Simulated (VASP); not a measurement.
# KRu (I4/mmm) in VASP: single point with PBE

Aim: the single point of KRu with PBE.

Everything below comes from runs of VASP 6.6.1. Logs are shortened: lines on timing, memory, paths and dates and some standing lists are left out, and cuts for length are marked.

## Step 1: The cell of the first run

The structure is tetragonal, space group I4/mmm (No. 139). Conventional cell: a = 4.340 Å, b = 4.340 Å, c = 6.124 Å, α = 90.00°, β = 90.00°, γ = 90.00°. Within 4.0 Å of K (site symmetry 4/mmm) lie 6 Ru at 3.06 to 3.07 Å. Within 4.0 Å of Ru (site symmetry 4/mmm) lie 6 K at 3.06 to 3.07 Å.

The cell was built from a structure type or drawn by symmetry, and may not be a known phase.

## Step 2: Single point, PBE

Contents of INCAR:

```
SYSTEM = KRu
ALGO = Normal
EDIFF = 1E-6
ENCUT = 520
GGA = PE
ISIF = 2
ISMEAR = 0
LASPH = .TRUE.
LCHARG = .FALSE.
LREAL = .FALSE.
LWAVE = .FALSE.
NBANDS = 18
NELM = 80
PREC = Accurate
SIGMA = 0.1
```

Contents of KPOINTS:

```
k-points
0
G
  6 6 6
  0 0 0
```

Contents of POSCAR:

```
KRu
1.0
   -2.1701299461      2.1701299461      3.0621062754
    2.1701299461     -2.1701299461      3.0621062754
    2.1701299461      2.1701299461     -3.0621062754
K Ru
1 1
Direct
    0.5000000000      0.5000000000      0.0000000000
    0.0000000000      0.0000000000      0.0000000000
```

Potentials or basis: VASP PAW PBE potentials, release 64 (K_sv, Ru_pv).

Command:

```bash
> cat potpaw_PBE.64/K_sv/POTCAR potpaw_PBE.64/Ru_pv/POTCAR > POTCAR
> mpirun -np 1 vasp_std > vasp.out
```

OUTCAR:

```text
SYSTEM = KRu
   EDIFF = 1E-6
   ENCUT = 520
   GGA = PE
   ISIF = 2
   ISMEAR = 0
   LASPH = .TRUE.
   LREAL = .FALSE.
   NELM = 80
   PREC = Accurate

 ion  position               nearest neighbor table
   1  0.500  0.500  0.000-   2 3.06   2 3.06   2 3.07   2 3.07   2 3.07   2 3.07
   2  0.000  0.000  0.000-   1 3.06   1 3.06   1 3.07   1 3.07   1 3.07   1 3.07

  LATTYP: Found a body centered tetragonal cell.
 ALAT       =     4.3402598922
 C/A-ratio  =     1.4110243863

  Lattice vectors:

 A1 = (  -2.1701299461,   2.1701299461,   3.0621062754)
 A2 = (   2.1701299461,  -2.1701299461,   3.0621062754)
 A3 = (   2.1701299461,   2.1701299461,  -3.0621062754)

Analysis of symmetry for initial positions (statically):
=====================================================================
 Subroutine PRICEL returns:
 Original cell was already a primitive cell.

 Routine SETGRP: Setting up the symmetry group for a
 body centered tetragonal supercell.

 Subroutine GETGRP returns: Found 16 space group operations
 (whereof 16 operations were pure point group operations)
 out of a pool of 16 trial point group operations.

The static configuration has the point symmetry D_4h.

Analysis of symmetry for dynamics (positions and initial velocities):
=====================================================================
 Subroutine PRICEL returns:
 Original cell was already a primitive cell.

 Routine SETGRP: Setting up the symmetry group for a
 body centered tetragonal supercell.

 Subroutine GETGRP returns: Found 16 space group operations
 (whereof 16 operations were pure point group operations)
 out of a pool of 16 trial point group operations.

The dynamic configuration has the point symmetry D_4h.

 Subroutine INISYM returns: Found 16 space group operations
 (whereof 16 operations are pure point group operations),
 and found     1 'primitive' translations

----------------------------------------------------------------------------------------

                                     Primitive cell

  volume of cell :      57.6835

  direct lattice vectors                    reciprocal lattice vectors
    -2.170129946  2.170129946  3.062106275     0.000000000  0.230400949  0.163286299
     2.170129946 -2.170129946  3.062106275     0.230400949  0.000000000  0.163286299
     2.170129946  2.170129946 -3.062106275     0.230400949  0.230400949  0.000000000
[... 74 lines left out ...]
 SYSTEM =  KRu
   PREC   = accura    normal or accurate (medium, high low for compatibility)
   ISTART =      0    job   : 0-new  1-cont  2-samecut
   ICHARG =      2    charge: 1-file 2-atom 10-const
   ISPIN  =      1    spin polarized calculation?
   LNONCOLLINEAR =      F non collinear calculations
   LSORBIT =      F    spin-orbit coupling
   LASPH  =      T    aspherical Exc in radial PAW
   ENCUT  =  520.0 eV  38.22 Ry    6.18 a.u.   8.06  8.06  8.06*2*pi/ulx,y,z
   NELM   =     80;   NELMIN=  2; NELMDL= -5     # of ELM steps
   EDIFF  = 0.1E-05   stopping-criterion for ELM
   LREAL  =      F    real-space projection
   EDIFFG = 0.1E-04   stopping-criterion for IOM
   NSW    =      0    number of steps for IOM
   IBRION =     -1    ionic relax: 0-MD 1-quasi-New 2-CG
   NFREE  =      0    steps in history (QN), initial steepest desc. (CG)
   ISIF   =      2    stress and relaxation
   ISYM   =      2    0-nonsym 1-usesym 2-fastsym
   POTIM  = 0.5000    time-step for ionic-motion
   TEBEG  =    0.0;   TEEND  =   0.0 temperature during run
   PSTRESS=    0.0 pullay stress
   NELECT =      23.0000    total number of electrons
   NUPDOWN=      -1.0000    fix difference up-down
   EMIN   =  10.00;   EMAX   =-10.00  energy-range for DOS
   EFERMI =   0.00;   METHOD = LEGACY
   ISMEAR =     0;   SIGMA  =   0.10  broadening in eV -4-tet -1-fermi 0-gaus
   EFERMI_NEDOS =   21; number of points for ismear=-14 and -15
   IALGO  =     38    algorithm
   IMIX   =      4    mixing-type and parameters
     AMIX     =   0.40;   BMIX     =  1.00
     AMIX_MAG =   1.60;   BMIX_MAG =  1.00
  volume/ion in A,a.u.               =      28.84       194.63
  Fermi-wavevector in a.u.,A,eV,Ry     =   1.204944  2.277014 19.754164  1.451890
  Thomas-Fermi vector in A             =   2.340655
   LORBIT       =      0    0 simple, 1 ext, 2 COOP (PROOUT), +10 PAW based schemes
   GGA     = PE    functional components
   LHFCALC =     F    Hartree Fock is set to
   AEXX    =    0.0000 exact exchange contribution
   IVDW    =     0    specifies the selected vdW correction
   LEPSILON=     F    determine dielectric tensor
   LRPA    =     F    only Hartree local field effects (RPA)
 non-spin polarized calculation
 Gauss-broadening in eV      SIGMA  =   0.10
  energy-cutoff  :      520.00
  volume of cell :       57.68
 maximum number of plane-waves:      1588
   NGX = 17   NGY = 17   NGZ = 17

 number of electron      22.9999997 magnetization

 Free energy of the ion-electron system (eV)
  ---------------------------------------------------
  ext. energy  EPLUGINS =         0.00000000
  ---------------------------------------------------
  free energy    TOTEN  =        -4.97333194 eV

  energy without entropy =       -4.92391931  energy(sigma->0) =       -4.94862563

 E-fermi :   2.1199     XC(G=0):  -9.0309

 val. band max:        2.1062690514   @ k =   0.1667   0.1667   0.1667
 cond. band min:       2.1265092456   @ k =  -0.3333   0.3333   0.0000
 fundamental gap:      0.0202401943
 Fermi energy:         2.1199309881

 k-point     1 :       0.0000    0.0000    0.0000
  band No.  band energies     occupation
      1     -38.9182      2.00000
      2     -38.9177      2.00000
      3     -38.9177      2.00000
      4     -27.4004      2.00000
      5     -10.9038      2.00000
      6     -10.9014      2.00000
[... 481 lines left out ...]
      5     -11.0524      2.00000
      6     -10.9500      2.00000
[... 10 lines left out ...]
     17       9.4478      0.00000
     18      11.1055      0.00000

 [... further k-points ...]
[... 5 lines left out ...]
  --------------------------------------------------------------------------------------
  -------------------------------------------------------------------------------------
  Total        0.0042545      0.0042545      0.0433682      0.0000000      0.0000000      0.0000000
  in kB        0.1181712      0.1181712      1.2045658      0.0000000      0.0000000      0.0000000
  external PRESSURE =       0.4803027 kB  Pullay stress =       0.0000000 kB

 VOLUME and BASIS-vectors are now :
 -----------------------------------------------------------------------------
  energy-cutoff  :      520.00
  volume of cell :       57.68
      direct lattice vectors                 reciprocal lattice vectors
    -2.170129946  2.170129946  3.062106275     0.000000000  0.230400949  0.163286299
     2.170129946 -2.170129946  3.062106275     0.230400949  0.000000000  0.163286299
     2.170129946  2.170129946 -3.062106275     0.230400949  0.230400949  0.000000000

 POSITION                                       TOTAL-FORCE (eV/Angst)
 -----------------------------------------------------------------------------------
      0.00000      0.00000      3.06211         0.000000     -0.000000      0.000000
      0.00000      0.00000      0.00000        -0.000000      0.000000     -0.000000
 -----------------------------------------------------------------------------------
    total drift:                               -0.000000      0.000000     -0.000000

  FREE ENERGIE OF THE ION-ELECTRON SYSTEM (eV)
  ---------------------------------------------------
  free  energy   TOTEN  =        -4.9733319437 eV

  energy  without entropy=       -4.9239193080  energy(sigma->0) =       -4.94862563
```

It took 34 s on 1 thread of Intel Xeon 8259CL, shared host; peak memory 0.19 GiB.

What came out:

```yaml
Free_energy: -4.9733 eV
Pressure: 0.0 GPa
Band_gap_on_the_k_mesh: zero (an odd number of electrons rules out a gap without spin polarisation)
```
